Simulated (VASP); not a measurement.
# Mg5Se2 in VASP: notebook

Mg5Se2 is run at these levels: PBE; tasks: relaxation of cell and atoms.

Program: VASP 6.6.1. These are calculated values, not measurements. Logs are shortened: lines on timing, memory, paths and dates and some standing lists are left out, and cuts for length are marked.

### Step 1. The cell of the first run

The structure is monoclinic, space group C2/m (No. 12). Conventional cell: a = 11.192 Å, b = 7.810 Å, c = 3.686 Å, α = 90.00°, β = 97.63°, γ = 90.00°. Within 3.9 Å of Mg (site symmetry 2/m) lie 10 Mg at 2.97 to 3.69 Å and 4 Se at 3.03 to 3.71 Å. Mg (site symmetry 1) has 3 Se at 2.73 to 2.92 Å and 9 Mg at 2.82 to 3.72 Å within 3.8 Å. Se (site symmetry m) has 8 Mg at 2.73 to 3.71 Å and 2 Se at 3.69 Å within 3.8 Å.

The cell was generated, and may not be a known phase.

### Step 2. Relaxation of cell and atoms, PBE

INCAR

```
SYSTEM = Mg5Se2
PREC = Accurate
ENCUT = 600
EDIFF = 1E-6
ISMEAR = 0
SIGMA = 0.1
LREAL = .FALSE.
LASPH = .TRUE.
NELM = 80
ALGO = Normal
ISIF = 3
LWAVE = .FALSE.
LCHARG = .FALSE.
GGA = PE
IBRION = 2
NSW = 90
EDIFFG = -0.04
```

KPOINTS

```
regular mesh
0
G
  4 4 6
  0 0 0
```

POSCAR

```
Mg5Se2
1.0
    5.5961061073     -3.9051978579      0.0000000000
    5.5961061073      3.9051978579      0.0000000000
   -0.4891688321      0.0000000000      3.6536079170
Mg Se
5 2
Direct
    0.0000000000      0.0000000000      0.0000000000
    0.8076579544      0.4204739811      0.7145120864
    0.5795260189      0.1923420456      0.2854879136
    0.1923420456      0.5795260189      0.2854879136
    0.4204739811      0.8076579544      0.7145120864
    0.2499851158      0.2499851158      0.7695544140
    0.7500148842      0.7500148842      0.2304455860
```

Potentials or basis: VASP PAW PBE potentials, release 64 (Mg, Se).

Started as:

```
> cat potpaw_PBE.64/Mg/POTCAR potpaw_PBE.64/Se/POTCAR > POTCAR
> mpirun -np 1 vasp_std > vasp.out
```

OUTCAR:

```text
SYSTEM = Mg5Se2
   PREC = Accurate
   ENCUT = 600
   EDIFF = 1E-6
   ISMEAR = 0
   LREAL = .FALSE.
   LASPH = .TRUE.
   NELM = 80
   ISIF = 3
   GGA = PE
   IBRION = 2
   NSW = 90
   EDIFFG = -0.04

 ion  position               nearest neighbor table
   1  0.000  0.000  0.000-   2 2.97   3 2.97   4 2.97   5 2.97   6 3.03   7 3.03
   2  0.808  0.420  0.715-   7 2.73   3 2.82   6 2.83   7 2.92   1 2.97   5 3.02   3 3.52   4 3.57

   3  0.580  0.192  0.285-   6 2.73   2 2.82   7 2.83   6 2.92   1 2.97   4 3.02   2 3.52   5 3.57

   4  0.192  0.580  0.285-   6 2.73   5 2.82   7 2.83   6 2.92   1 2.97   3 3.02   5 3.52   2 3.57

   5  0.420  0.808  0.715-   7 2.73   4 2.82   6 2.83   7 2.92   1 2.97   2 3.02   4 3.52   3 3.57

   6  0.250  0.250  0.770-   3 2.73   4 2.73   2 2.83   5 2.83   4 2.92   3 2.92   1 3.03
   7  0.750  0.750  0.230-   2 2.73   5 2.73   3 2.83   4 2.83   2 2.92   5 2.92   1 3.03

  LATTYP: Found a base centered monoclinic cell.
 ALAT       =    11.1922122146
 B/A-ratio  =     0.6978419964
 C/A-ratio  =     0.3293548185
 COS(beta)  =    -0.1327024130

  Lattice vectors:

 A1 = (   5.5961061073,  -3.9051978579,   0.0000000000)
 A2 = (   5.5961061073,   3.9051978579,   0.0000000000)
 A3 = (  -0.4891688321,   0.0000000000,   3.6536079170)

Analysis of symmetry for initial positions (statically):
=====================================================================
 Subroutine PRICEL returns:
 Original cell was already a primitive cell.

 Routine SETGRP: Setting up the symmetry group for a
 base centered monoclinic supercell.

 Subroutine GETGRP returns: Found  4 space group operations
 (whereof  4 operations were pure point group operations)
 out of a pool of  4 trial point group operations.

The static configuration has the point symmetry C_2h.

Analysis of symmetry for dynamics (positions and initial velocities):
=====================================================================
 Subroutine PRICEL returns:
 Original cell was already a primitive cell.

 Routine SETGRP: Setting up the symmetry group for a
 base centered monoclinic supercell.

 Subroutine GETGRP returns: Found  4 space group operations
 (whereof  4 operations were pure point group operations)
 out of a pool of  4 trial point group operations.

The dynamic configuration has the point symmetry C_2h.

 Subroutine INISYM returns: Found  4 space group operations
 (whereof  4 operations are pure point group operations),
 and found     1 'primitive' translations

----------------------------------------------------------------------------------------

                                     Primitive cell

  volume of cell :     159.6912

  direct lattice vectors                    reciprocal lattice vectors
     5.596106107 -3.905197858  0.000000000     0.089347841 -0.128034486  0.011962471
     5.596106107  3.905197858  0.000000000     0.089347841  0.128034486  0.011962471
    -0.489168832  0.000000000  3.653607917     0.000000000  0.000000000  0.273702056

  length of vectors
     6.823999844  6.823999844  3.686209022     0.156585335  0.156585335  0.273702056

  position of ions in fractional coordinates (direct lattice)
     0.000000000  0.000000000  0.000000000
     0.807657954  0.420473981  0.714512086
     0.579526019  0.192342046  0.285487914
     0.192342046  0.579526019  0.285487914
     0.420473981  0.807657954  0.714512086
     0.249985116  0.249985116  0.769554414
     0.750014884  0.750014884  0.230445586

  ion indices of the primitive-cell ions
   primitive index   ion index
                 1           1
                 2           2
                 3           3
                 4           4
                 5           5
                 6           6
                 7           7

----------------------------------------------------------------------------------------

 KPOINTS: regular mesh

Automatic generation of k-mesh.
 Grid dimensions read from file:
 generate k-points for:    4    4    6

 Generating k-lattice:

  Cartesian coordinates                     Fractional coordinates (reciprocal lattice)
     0.022336960 -0.032008621  0.002990618     0.250000000  0.000000000  0.000000000
     0.022336960  0.032008621  0.002990618     0.000000000  0.250000000  0.000000000
     0.000000000  0.000000000  0.045617009     0.000000000  0.000000000  0.166666667

  Length of vectors
     0.039146334  0.039146334  0.045617009

  Shift w.r.t. Gamma in fractional coordinates (k-lattice)
     0.000000000  0.000000000  0.000000000

 Subroutine IBZKPT returns following result:
 ===========================================

 Found     34 irreducible k-points:

 Following reciprocal coordinates:
            Coordinates               Weight
  0.000000  0.000000  0.000000      1.000000
  0.250000  0.000000  0.000000      4.000000
  0.500000  0.000000  0.000000      2.000000
  0.250000  0.250000  0.000000      2.000000
  0.500000  0.250000  0.000000      4.000000
 -0.250000  0.250000  0.000000      2.000000
[... 16 lines left out ...]
  0.500000  0.250000  0.333333      4.000000
 -0.250000  0.250000  0.333333      4.000000
 [... further k-points ...]
   k-points           NKPTS =     34   k-points in BZ     NKDIM =     34   number of bands    NBANDS=     15
   number of dos      NEDOS =    301   number of ions     NIONS =      7
   total plane-waves  NPLWV =  94080
   dimension x,y,z NGX =    56 NGY =   56 NGZ =   30
   dimension x,y,z NGXF=   112 NGYF=  112 NGZF=   60
   ions per type =               5   2
   NGX,Y,Z   is equivalent  to a cutoff of  13.64, 13.64, 13.53 a.u.
   NGXF,Y,Z  is equivalent  to a cutoff of  27.29, 27.29, 27.06 a.u.
 SYSTEM =  Mg5Se2
   PREC   = accura    normal or accurate (medium, high low for compatibility)
   ISTART =      0    job   : 0-new  1-cont  2-samecut
   ICHARG =      2    charge: 1-file 2-atom 10-const
   ISPIN  =      1    spin polarized calculation?
   LNONCOLLINEAR =      F non collinear calculations
   LSORBIT =      F    spin-orbit coupling
   LASPH  =      T    aspherical Exc in radial PAW
   ENCUT  =  600.0 eV  44.10 Ry    6.64 a.u.  13.63 13.63  7.36*2*pi/ulx,y,z
   NELM   =     80;   NELMIN=  2; NELMDL= -5     # of ELM steps
   EDIFF  = 0.1E-05   stopping-criterion for ELM
   LREAL  =      F    real-space projection
   EDIFFG = -.4E-01   stopping-criterion for IOM
   NSW    =     90    number of steps for IOM
   IBRION =      2    ionic relax: 0-MD 1-quasi-New 2-CG
   NFREE  =      1    steps in history (QN), initial steepest desc. (CG)
   ISIF   =      3    stress and relaxation
   ISYM   =      2    0-nonsym 1-usesym 2-fastsym
   POTIM  = 0.5000    time-step for ionic-motion
   TEBEG  =    0.0;   TEEND  =   0.0 temperature during run
   PSTRESS=    0.0 pullay stress
   NELECT =      22.0000    total number of electrons
   NUPDOWN=      -1.0000    fix difference up-down
   EMIN   =  10.00;   EMAX   =-10.00  energy-range for DOS
   EFERMI =   0.00;   METHOD = LEGACY
   ISMEAR =     0;   SIGMA  =   0.10  broadening in eV -4-tet -1-fermi 0-gaus
   EFERMI_NEDOS =   21; number of points for ismear=-14 and -15
   IALGO  =     38    algorithm
   IMIX   =      4    mixing-type and parameters
     AMIX     =   0.40;   BMIX     =  1.00
     AMIX_MAG =   1.60;   BMIX_MAG =  1.00
  volume/ion in A,a.u.               =      22.81       153.95
  Fermi-wavevector in a.u.,A,eV,Ry     =   0.845516  1.597794  9.726780  0.714898
  Thomas-Fermi vector in A             =   1.960717
   LORBIT       =      0    0 simple, 1 ext, 2 COOP (PROOUT), +10 PAW based schemes
   GGA     = PE    functional components
   LHFCALC =     F    Hartree Fock is set to
   AEXX    =    0.0000 exact exchange contribution
   IVDW    =     0    specifies the selected vdW correction
   LEPSILON=     F    determine dielectric tensor
   LRPA    =     F    only Hartree local field effects (RPA)
 conjugate gradient relaxation of ions
 non-spin polarized calculation
 Gauss-broadening in eV      SIGMA  =   0.10
  energy-cutoff  :      600.00
  volume of cell :      159.69
 maximum number of plane-waves:      5362
 NGX is ok and might be reduce to    56
   NGX = 27   NGY = 27   NGZ = 15

--------------------------------------- Ionic step        1  -------------------------------------------

 number of electron      22.0000001 magnetization

 Free energy of the ion-electron system (eV)
  ---------------------------------------------------
  ext. energy  EPLUGINS =         0.00000000
  ---------------------------------------------------
  free energy    TOTEN  =       -17.47600602 eV

  energy without entropy =      -17.46450013  energy(sigma->0) =      -17.47025308

------------------------ aborting loop because EDIFF is reached ----------------------------------------

  FORCE on cell =-STRESS in cart. coord.  units (eV):
  Direction    XX          YY          ZZ          XY          YZ          ZX
  --------------------------------------------------------------------------------------
  -------------------------------------------------------------------------------------
  Total        2.1152553     -1.2862121      1.1658123      0.0000000      0.0000000      0.9584954
  in kB       21.2222999    -12.9045315     11.6965640      0.0000000      0.0000000      9.6165588
  external PRESSURE =       6.6714441 kB  Pullay stress =       0.0000000 kB
[... 104 lines left out ...]
  FREE ENERGIE OF THE ION-ELECTRON SYSTEM (eV)
  ---------------------------------------------------
  free  energy   TOTEN  =       -17.5486818059 eV

  energy  without entropy=      -17.5356334064  energy(sigma->0) =      -17.54215761

[... ionic steps 4 to 25 ...]

--------------------------------------- Ionic step       26  -------------------------------------------

 number of electron      22.0000000 magnetization

------------------------ aborting loop because EDIFF is reached ----------------------------------------
[... 77 lines left out ...]
--------------------------------------- Ionic step       28  -------------------------------------------

 number of electron      22.0000000 magnetization

 Free energy of the ion-electron system (eV)
  ---------------------------------------------------
  ext. energy  EPLUGINS =         0.00000000
  ---------------------------------------------------
  free energy    TOTEN  =       -17.78879113 eV

  energy without entropy =      -17.77420550  energy(sigma->0) =      -17.78149832

 E-fermi :   3.4064     XC(G=0):  -8.5600

 val. band max:        3.4028745321   @ k =   0.5000   0.0000   0.5000
 cond. band min:       3.4300914485   @ k =   0.2500   0.0000   0.5000
 fundamental gap:      0.0272169163
 Fermi energy:         3.4063846988

 k-point     1 :       0.0000    0.0000    0.0000
  band No.  band energies     occupation
      1     -10.8986      2.00000
      2     -10.3634      2.00000
      3      -2.7654      2.00000
      4      -1.8878      2.00000
      5      -1.6265      2.00000
      6      -1.2647      2.00000
      7      -0.1033      2.00000
      8       0.3196      2.00000
      9       0.9648      2.00000
     10       1.1414      2.00000
     11       3.5902      0.00934
     12       4.0541      0.00000
     13       4.8084      0.00000
     14       5.7233      0.00000
[... 401 lines left out ...]
      2     -10.3719      2.00000
      3      -2.3625      2.00000
      4      -2.2591      2.00000
      5      -1.6056      2.00000
      6      -1.2273      2.00000
      7      -0.3064      2.00000
      8      -0.2441      2.00000
      9       0.6772      2.00000
     10       1.5245      2.00000
     11       2.7224      2.00000
     12       3.5760      0.01643
     13       4.3880      0.00000
     14       4.7833      0.00000
     15       5.3459      0.00000

 [... further k-points ...]
[... 5 lines left out ...]
  --------------------------------------------------------------------------------------
  -------------------------------------------------------------------------------------
  Total        0.2026980     -0.0395142     -0.0179770      0.0000000      0.0000000     -0.0485460
  in kB        1.9213962     -0.3745593     -0.1704054      0.0000000      0.0000000     -0.4601727
  external PRESSURE =       0.4588105 kB  Pullay stress =       0.0000000 kB
[... 22 lines left out ...]
  FREE ENERGIE OF THE ION-ELECTRON SYSTEM (eV)
  ---------------------------------------------------
  free  energy   TOTEN  =       -17.7887911294 eV

  energy  without entropy=      -17.7742055050  energy(sigma->0) =      -17.78149832

 reached required accuracy - stopping structural energy minimisation
```

Run time: 23 min. Hardware: 1 thread of AMD EPYC 7R13 (Zen 3), shared host; peak memory 0.35 GiB.

What came out:

| Quantity | Value |
| --- | --- |
| Free energy | -17.7888 eV |
| Relaxed volume | 24.15 Å³/atom |
| Relaxed cell | a = 7.335 Å, b = 7.335 Å, c = 3.898 Å, α = 104.94°, β = 104.94°, γ = 57.49° |
| Space group after relaxing (to 0.1 Å) | Immm (No. 71) |
| Energy gained by relaxing | 44.7 meV/atom |
| Ionic steps | 28 |
| Pressure after relaxing | 0.0 GPa |
| Largest force after relaxing | 0.034 eV/Å |
| Band gap on the k mesh | zero (bands 11 and 12 overlap by 1.37 eV) |

Forces on the atoms (eV/Å):
```
Mg   0.000  0.000  0.000
Mg   0.009  0.004 -0.007
Mg  -0.009  0.004  0.007
Mg  -0.009 -0.004  0.007
Mg   0.009 -0.004 -0.007
Se  -0.014  0.000 -0.031
Se   0.014  0.000  0.031
```

The path:
```csv
step,energy change (eV),largest force (eV/Å),pressure (GPa),volume (Å³)
1,0.0000,0.1302,0.67,159.69
2,-0.0510,0.1166,0.07,161.87
3,-0.0727,0.1487,-0.57,164.64
4,-0.0836,0.1264,-0.13,162.76
5,-0.0860,0.1126,0.18,161.49
6,-0.0936,0.0889,0.13,161.53
7,-0.0980,0.0891,0.08,161.58
8,-0.1053,0.0819,0.02,162.15
9,-0.1219,0.0751,-0.15,163.83
10,-0.1378,0.2081,-0.38,167.13
11,-0.1424,0.2103,-0.35,167.17
12,-0.1569,0.2172,-0.25,167.27
13,-0.1878,0.2319,-0.07,167.41
14,-0.2391,0.2673,0.31,167.45
15,-0.2020,0.4182,1.31,166.62
16,-0.2483,0.3160,0.66,167.32
17,-0.2488,0.3381,0.87,167.17
18,-0.2611,0.3048,0.66,168.22
19,-0.2631,0.2775,0.45,169.28
20,-0.2637,0.2851,0.52,168.96
21,-0.2741,0.2518,0.36,169.41
22,-0.2949,0.1625,-0.09,170.73
23,-0.2942,0.0790,-0.90,173.36
24,-0.3012,0.0910,-0.51,172.03
25,-0.3073,0.0655,-0.31,170.90
26,-0.3119,0.0399,0.10,168.85
27,-0.3119,0.0402,0.10,168.78
28,-0.3128,0.0344,0.05,169.02
```

Final structure:
```cif
data_structure
_symmetry_space_group_name_H-M 'P 1'
_symmetry_Int_Tables_number 1
_cell_length_a 7.3345
_cell_length_b 7.3345
_cell_length_c 3.8980
_cell_angle_alpha 104.942
_cell_angle_beta 104.942
_cell_angle_gamma 57.493
_cell_volume 169.02
loop_
_atom_site_label
_atom_site_type_symbol
_atom_site_fract_x
_atom_site_fract_y
_atom_site_fract_z
_atom_site_occupancy
Mg1 Mg 0.00000 0.00000 0.00000 1
Mg2 Mg 0.84127 0.39892 0.61917 1
Mg3 Mg 0.60108 0.15873 0.38083 1
Mg4 Mg 0.15873 0.60108 0.38083 1
Mg5 Mg 0.39892 0.84127 0.61917 1
Se1 Se 0.27780 0.27780 0.78239 1
Se2 Se 0.72220 0.72220 0.21761 1
```

### Step 3. Relaxation of cell and atoms, PBE

This run uses another cell than the first one, of 23.52 Å³/atom.

INCAR

```
ALGO     = Normal         # electronic algorithm
EDIFF    = 1E-7           # SCF threshold, eV
EDIFFG   = -0.025         # ionic threshold
ENCUT    = 600            # plane-wave cutoff, eV
GGA      = PE             # functional
IBRION   = 2              # ionic algorithm
ISIF     = 3              # what is computed and relaxed
ISMEAR   = 0              # smearing method
LASPH    = True           # aspherical terms in the spheres
LCHARG   = False          # write CHGCAR
LREAL    = False          # projectors in reciprocal space
LWAVE    = False          # write WAVECAR
NELM     = 80             # most SCF steps
NSW      = 80             # ionic steps
PREC     = Accurate       # precision mode
SIGMA    = 0.2            # smearing width, eV
```

KPOINTS

```
k-points
0
Gamma
  6 6 2
```

POSCAR

```
Mg5Se2
1.0
    3.7262100947     -0.0239221490     -0.0081377912
   -1.8838222361      3.2040973414     -0.0779601823
   -0.0303934389     -0.3537614446     13.8491728375
Mg Se
5 2
Direct
    0.9843742817     -0.0030673997     -0.0000879341
    0.6790764983      0.3617043507      0.2314291602
    0.3177048511      0.6557465162      0.7663772887
    0.6925433589      0.3651628476      0.5834251870
    0.3134262687      0.6513497051      0.4158220305
    0.6657056191      0.3165717484      0.8835700980
    0.3471691222      0.6525322318      0.1194641697
```

Potentials or basis: VASP PAW PBE potentials, release 64 (Mg, Se).

Started as:

```
> cat potpaw_PBE.64/Mg/POTCAR potpaw_PBE.64/Se/POTCAR > POTCAR
> mpirun -np 1 vasp_std > vasp.out
```

It took 19 min on 1 thread of AMD EPYC 7R13 (Zen 3), shared host; peak memory 0.36 GiB.

It converged, with:

- Free energy: -18.2681 eV
- Relaxed volume: 23.81 Å³/atom
- Relaxed cell: a = 3.741 Å, b = 3.742 Å, c = 13.752 Å, α = 90.88°, β = 90.16°, γ = 120.01°
- Space group after relaxing (to 0.1 Å): C2/m (No. 12)
- Energy gained by relaxing: 15.4 meV/atom
- Ionic steps: 14
- Pressure after relaxing: 0.0 GPa
- Largest force after relaxing: 0.020 eV/Å
- Band gap on the k mesh: zero (bands 11 and 12 overlap by 0.56 eV)

Forces in eV/Å, atoms in the order of the input:
```
Mg   0.009 -0.014  0.002
Mg   0.004  0.002 -0.012
Mg   0.003  0.015  0.006
Mg   0.004 -0.015  0.013
Mg  -0.002  0.002 -0.013
Se  -0.006  0.012  0.003
Se  -0.011 -0.001  0.001
```

The path:
```
step  energy change (eV)  largest force (eV/Å)  pressure (GPa)  volume (Å³)
   1              0.0000                0.5994            1.34       164.61
   2             -0.0567                0.3067           -0.18       169.34
   3             -0.0604                0.2536           -0.64       170.96
   4             -0.0791                0.1940           -0.40       169.55
   5             -0.0950                0.1823            0.17       166.75
   6             -0.1002                0.0955            0.03       167.13
   7             -0.1021                0.0743           -0.11       167.54
   8             -0.1040                0.0633            0.02       166.94
   9             -0.1048                0.0523            0.19       166.21
  10             -0.1060                0.0423            0.10       166.47
  11             -0.1070                0.0293           -0.09       167.02
  12             -0.1076                0.0250           -0.04       166.80
  13             -0.1078                0.0261            0.01       166.61
  14             -0.1081                0.0202            0.00       166.65
```

Final structure:
```
Mg Se
1.0
     3.74077   -0.00073   -0.00482
    -1.87102    3.24041   -0.02797
    -0.01963   -0.13680   13.75103
Mg Se
5 2
Direct
  0.99918 0.99815 0.00003
  0.67515 0.34662 0.23907
  0.32186 0.64734 0.76111
  0.66859 0.34143 0.58386
  0.33658 0.67324 0.41593
  0.65920 0.31910 0.88094
  0.33943 0.67414 0.11904
```

Levels at points of the mesh, in eV from the Fermi level:
```csv
k point,band 9,band 10,band 11,band 12,band 13,band 14
"(0.00, 0.00, 0.00)",-1.54,-1.30,-1.29,2.40,2.43,3.27
"(0.50, 0.00, 0.00)",-1.92,-1.67,-0.59,-0.59,1.00,1.34
"(0.00, 0.50, 0.00)",-1.95,-1.58,-0.82,-0.48,1.22,1.29
"(0.50, 0.50, 0.00)",-1.92,-1.66,-0.63,-0.58,1.03,1.34
"(0.00, 0.00, 0.50)",-1.30,-1.29,-0.64,1.09,2.98,3.70
"(0.50, 0.00, 0.50)",-1.98,-1.67,-0.46,-0.44,0.86,0.99
"(0.00, 0.50, 0.50)",-2.06,-1.63,-0.54,-0.24,0.65,1.01
"(0.50, 0.50, 0.50)",-1.99,-1.67,-0.46,-0.43,0.82,0.98
```

Caveat: semilocal functionals underestimate gaps, and a narrow one can read as zero.

The gap in the log of VASP goes by the Fermi energy; the results here count the filled bands.